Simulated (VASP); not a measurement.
Crystal: SnO2.

```
Sn O
1.0
     0.00000    2.26905    2.26905
     2.26905    0.00000    2.26905
     2.26905    2.26905    0.00000
Sn O
1 2
Direct
  0.00000 0.00000 0.00000
  0.75000 0.75000 0.75000
  0.25000 0.25000 0.25000
```

| Item | Value |
| --- | --- |
| Program | VASP 6.6.1 |
| Task | relaxation of cell and atoms |
| Functional | PBE |
| Potentials or basis | VASP PAW PBE potentials, release 64 (Sn_d, O) |
| Cutoff | 600 eV |
| k mesh | 8 × 8 × 8 |
| Occupations | fermi-dirac, width 0.02 eV |
| Spin | no spin polarisation |

At the start: pressure 172.3 GPa; volume 7.79 Å³/atom.

**Question.** How do energy, volume and symmetry change on relaxing?

**Answer.** Over 8 steps the energy falls by 1352.5 meV/atom and the volume is 11.34 Å³/atom (+45.6 %); space group Fm-3m (No. 225, to 0.05 Å).

Step by step:
| step | energy change (eV) | largest force (eV/Å) | pressure (GPa) | volume (Å³) |
| --- | --- | --- | --- | --- |
| 1 | 0.0000 | 0.0000 | 172.32 | 23.36 |
| 2 | 2.2374 | 0.0000 | -45.44 | 64.68 |
| 3 | -3.9367 | 0.0000 | -13.13 | 36.78 |
| 4 | -4.0358 | 0.0000 | -6.01 | 35.14 |
| 5 | -4.0573 | 0.0000 | 0.33 | 33.97 |
| 6 | -4.0568 | 0.0000 | -1.06 | 34.21 |
| 7 | -4.0570 | 0.0000 | 0.83 | 33.88 |
| 8 | -4.0574 | 0.0000 | 0.01 | 34.02 |

Final structure:
```yaml
crystal:
  lattice:
    - [0.00000, 2.57187, 2.57187]
    - [2.57187, 0.00000, 2.57187]
    - [2.57187, 2.57187, 0.00000]
  atoms:
    - { symbol: Sn, position: [0.00000, 0.00000, 0.00000] }
    - { symbol: O, position: [0.75000, 0.75000, 0.75000] }
    - { symbol: O, position: [0.25000, 0.25000, 0.25000] }
```

Caveat: the volume moved by over 15 % at a fixed basis, so the end points are rough.
